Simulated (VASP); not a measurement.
# ZnS (F-43m) in VASP: further runs, part 2 of 2

VASP 6.6.1. The steps go on from the part before.

## Step 3: Single point, PBE

The input, INCAR:

```
SYSTEM = ZnS
  PREC = Accurate
  ENCUT = 520
  EDIFF = 1E-6
  ISMEAR = 0
  SIGMA = 0.05
  LREAL = .FALSE.
  LASPH = .TRUE.
  NELM = 60
  ALGO = Normal
  ISIF = 2
  LWAVE = .FALSE.
  LCHARG = .FALSE.
  GGA = PE
  NBANDS = 16
```

The input, KPOINTS:

```
Automatic mesh
0
G
  8 8 8
  0 0 0
```

The input, POSCAR:

```
ZnS
1.0
    0.0000000000      2.7215639849      2.7215639849
    2.7215639849      0.0000000000      2.7215639849
    2.7215639849      2.7215639849      0.0000000000
Zn S
1 1
Direct
    0.0000000000      0.0000000000      0.0000000000
    0.7500000000      0.7500000000      0.7500000000
```

Potentials or basis: VASP PAW PBE potentials, release 64 (Zn, S).

Started as:

```bash
> cat potpaw_PBE.64/Zn/POTCAR potpaw_PBE.64/S/POTCAR > POTCAR
> mpirun -np 1 vasp_std > vasp.out
```

Wall time 10 s (1 thread of Intel Xeon 6975P-C (Granite Rapids), shared host); peak memory 0.17 GiB.

It converged, with:

| Quantity | Value |
| --- | --- |
| Free energy | -6.8523 eV |
| Pressure | 0.2 GPa |
| Band gap on the k mesh | 2.02 eV, direct |

Levels at points of the mesh, in eV from the valence-band top:
```tsv
k point	band 7	band 8	band 9	band 10	band 11	band 12
(0.00, 0.00, 0.00)	0.00	0.00	0.00	2.02	6.41	6.41
(0.50, 0.00, 0.00)	-5.15	-0.83	-0.83	3.27	6.94	6.94
(0.50, 0.50, 0.00)	-4.47	-2.14	-2.14	3.45	4.07	10.83
```

## Step 4: Single point, PBE

This run uses another cell than the first one: it holds 4 atoms, not 2.

Changes to INCAR since step 3:

```diff
@@ -8,3 +8,3 @@
   LASPH = .TRUE.
-  NELM = 60
+  NELM = 80
   ALGO = Normal
@@ -14,2 +14,2 @@
   GGA = PE
-  NBANDS = 16
+  NBANDS = 26
```

The input, KPOINTS:

```
Automatic mesh
0
G
  6 6 4
  0 0 0
```

The input, POSCAR:

```
ZnS
1.0
    0.0000000000     -2.7215639849     -2.7215639849
    0.0000000000      2.7215639849     -2.7215639849
    5.4431279698      0.0000000000      0.0000000000
Zn S
2 2
Direct
    0.5000000000      0.5000000000      0.5000000000
    0.0000000000      0.0000000000      0.0000000000
    0.0000000000      0.5000000000      0.2500000000
    0.5000000000      0.0000000000      0.7500000000
```

Started as:

```bash
> cat potpaw_PBE.64/Zn/POTCAR potpaw_PBE.64/S/POTCAR > POTCAR
> mpirun -np 1 vasp_std > vasp.out
```

It took 30 s on 1 thread of Intel Xeon 6975P-C (Granite Rapids), shared host; peak memory 0.2 GiB.

The run converged. Its results:

| Item | Value |
| --- | --- |
| Free energy | -13.7030 eV |
| Pressure | 0.2 GPa |
| Band gap on the k mesh | 2.02 eV |

Levels at points of the mesh, in eV from the valence-band top:
```tsv
k point	band 14	band 15	band 16	band 17	band 18	band 19	band 20	band 21	band 22	band 23
(0.00, 0.00, 0.00)	-2.14	-2.14	0.00	0.00	0.00	2.02	3.46	4.07	6.41	6.41
(0.50, 0.00, 0.00)	-3.88	-2.43	-2.43	-0.87	-0.87	4.78	4.78	6.66	6.66	7.26
(0.50, 0.50, 0.00)	-4.47	-2.14	-2.14	-2.14	-2.14	3.46	3.46	4.07	4.07	10.83
(0.00, 0.00, 0.50)	-2.54	-1.19	-1.19	-1.19	-1.19	4.44	4.44	4.58	4.58	8.50
(0.50, 0.00, 0.50)	-5.15	-0.83	-0.83	-0.83	-0.83	3.27	3.27	6.94	6.94	6.94
(0.50, 0.50, 0.50)	-4.48	-2.64	-2.64	-2.63	-2.63	5.71	5.71	5.94	5.94	7.83
```

Expect the measured gap to be larger: semilocal functionals such as PBE lack the derivative discontinuity.

## Step 5: Single point, PBE

The input, INCAR:

```
PREC = Accurate ; ENCUT = 520
EDIFF = 1E-6 ; ISMEAR = 0
SIGMA = 0.05 ; LREAL = F
LASPH = T ; NELM = 60
ALGO = Normal ; ISIF = 2
LWAVE = F ; LCHARG = F
GGA = PE ; NBANDS = 16
```

The input, KPOINTS:

```
regular mesh
0
Gamma
  8 8 8
```

The input, POSCAR:

```
ZnS
1.0
    0.0000000000      2.7215639846      2.7215639846
    2.7215639846      0.0000000000      2.7215639846
    2.7215639846      2.7215639846      0.0000000000
Zn S
1 1
Direct
    0.0000000000      0.0000000000      0.0000000000
    0.7500000000      0.7500000000      0.7500000000
```

Potentials or basis: VASP PAW PBE potentials, release 64 (Zn, S).

Started as:

```bash
> cat potpaw_PBE.64/Zn/POTCAR potpaw_PBE.64/S/POTCAR > POTCAR
> mpirun -np 1 vasp_std > vasp.out
```

OUTCAR:

```text
PREC = Accurate
   ENCUT = 520
   EDIFF = 1E-6
   ISMEAR = 0
   LREAL = F
   LASPH = T
   NELM = 60
   ISIF = 2
   GGA = PE

 ion  position               nearest neighbor table
   1  0.000  0.000  0.000-   2 2.36   2 2.36   2 2.36   2 2.36
   2  0.750  0.750  0.750-   1 2.36   1 2.36   1 2.36   1 2.36

  LATTYP: Found a face centered cubic cell.
 ALAT       =     5.4431279692

  Lattice vectors:

 A1 = (   0.0000000000,   2.7215639846,   2.7215639846)
 A2 = (   2.7215639846,   0.0000000000,   2.7215639846)
 A3 = (   2.7215639846,   2.7215639846,   0.0000000000)
[... 624 lines left out ...]
      3      -4.1712      2.00000
      4      -3.9229      2.00000
      5      -3.8629      2.00000
      6      -3.6166      2.00000
[... 8 lines left out ...]
     15      15.2894      0.00000
     16      16.0684      0.00000

 [... further k-points ...]
[... 5 lines left out ...]
  --------------------------------------------------------------------------------------
  -------------------------------------------------------------------------------------
  Total        0.0414384      0.0414384      0.0414384     -0.0000000      0.0000000      0.0000000
  in kB        1.6467508      1.6467508      1.6467508     -0.0000000      0.0000000      0.0000000
  external PRESSURE =       1.6467508 kB  Pullay stress =       0.0000000 kB

 VOLUME and BASIS-vectors are now :
 -----------------------------------------------------------------------------
  energy-cutoff  :      520.00
  volume of cell :       40.32
      direct lattice vectors                 reciprocal lattice vectors
     0.000000000  2.721563985  2.721563985    -0.183717893  0.183717893  0.183717893
     2.721563985  0.000000000  2.721563985     0.183717893 -0.183717893  0.183717893
     2.721563985  2.721563985  0.000000000     0.183717893  0.183717893 -0.183717893

 POSITION                                       TOTAL-FORCE (eV/Angst)
 -----------------------------------------------------------------------------------
      0.00000      0.00000      0.00000        -0.000000     -0.000000     -0.000000
      4.08235      4.08235      4.08235         0.000000      0.000000      0.000000
 -----------------------------------------------------------------------------------
    total drift:                                0.000000      0.000000      0.000000

  FREE ENERGIE OF THE ION-ELECTRON SYSTEM (eV)
  ---------------------------------------------------
  free  energy   TOTEN  =        -6.8523461922 eV

  energy  without entropy=       -6.8523461922  energy(sigma->0) =       -6.85234619
```

OSZICAR:

```text
N       E                     dE             d eps       ncg     rms          rms(c)
DAV:   1     0.903379745596E+02    0.90338E+02   -0.89751E+03   928   0.136E+03
DAV:   2    -0.128789968238E+01   -0.91626E+02   -0.86262E+02  1032   0.264E+02
DAV:   3    -0.721721422776E+01   -0.59293E+01   -0.59012E+01  1176   0.648E+01
DAV:   4    -0.727874514254E+01   -0.61531E-01   -0.61519E-01  1112   0.690E+00
DAV:   5    -0.727948597763E+01   -0.74084E-03   -0.74081E-03  1200   0.719E-01    0.661E+00
DAV:   6    -0.687219613173E+01    0.40729E+00   -0.73552E-01  1360   0.296E+01    0.519E+00
DAV:   7    -0.685263718859E+01    0.19559E-01   -0.24224E-01  1096   0.439E+00    0.264E+00
DAV:   8    -0.685191066989E+01    0.72652E-03   -0.49340E-03  1176   0.798E-01    0.684E-01
DAV:   9    -0.685217855993E+01   -0.26789E-03   -0.11933E-03  1128   0.278E-01    0.102E-01
DAV:  10    -0.685235363263E+01   -0.17507E-03   -0.23273E-04  1096   0.142E-01    0.554E-02
DAV:  11    -0.685234535725E+01    0.82754E-05   -0.36064E-05  1072   0.882E-02    0.716E-03
DAV:  12    -0.685234619217E+01   -0.83492E-06   -0.43951E-06  1216   0.218E-02
   1 F= -.68523462E+01 E0= -.68523462E+01  d E =-.318961E-12
```

stdout:

```text
POSCAR found type information on POSCAR ZnS
 POSCAR found :  2 types and       2 ions
 scaLAPACK will be used
 LDA part: xc-table for (Slater+PW92), standard interpolation
 POSCAR, INCAR and KPOINTS ok, starting setup
 FFT: planning ... GRIDC
 FFT: planning ... GRID_SOFT
 FFT: planning ... GRID
 WAVECAR not read
 entering main loop
```

Run time: 18 s. Hardware: 1 thread of AMD EPYC 7R13 (Zen 3), shared host; peak memory 0.14 GiB.

What came out:

- Free energy: -6.8523 eV
- Pressure: 0.2 GPa
- Band gap on the k mesh: 2.02 eV, direct

## Step 6: The runs side by side

| task | cell | k mesh | cutoff (eV) | smearing | gap on the mesh (eV) | pressure (GPa) |
| --- | --- | --- | --- | --- | --- | --- |
| relaxation of cell and atoms | relaxed to 12 GPa from a = 3.849 Å, angles 60.0°, 2 atoms | 10 × 10 × 10 | 600 | gaussian 0.01 eV | 2.59 | 12.0 |
| single point | a = 3.849 Å, angles 60.0°, 2 atoms | 8 × 8 × 8 | 520 | gaussian 0.05 eV | 2.02 | 0.2 |
| single point | a = 3.849, b = 3.849, c = 5.443 Å, 4 atoms | 6 × 6 × 4 | 520 | gaussian 0.05 eV | 2.02 | 0.2 |

Alike in all rows: level PBE; potentials or basis VASP PAW PBE potentials, release 64 (Zn, S); no spin polarisation.

Caveats: the cell is relaxed towards a set pressure, so the enthalpy falls and the energy may rise (some runs).

Absolute energies hang on the potentials; compare differences alone.

## Step 7: How close it comes

Step 3. A measured gap of ZnS is 3.85 eV (direct; 19 K; quoted in “Electronic, vibrational, and thermodynamic properties of ZnS (zincblende and rocksalt structure)”, 2009, arxiv:0911.5022); the calculated 2.02 eV misses it by -1.83 eV. The value is that of PBE, without temperature or zero-point motion. Semilocal functionals fall short of measured gaps as a rule.

Step 5. Measured gap of ZnS: 3.85 eV (direct; 19 K; quoted in “Electronic, vibrational, and thermodynamic properties of ZnS (zincblende and rocksalt structure)”, 2009, arxiv:0911.5022). This calculation gives 2.02 eV (-1.83 eV). The value is that of PBE, without temperature or zero-point motion. Semilocal functionals fall short of measured gaps as a rule.
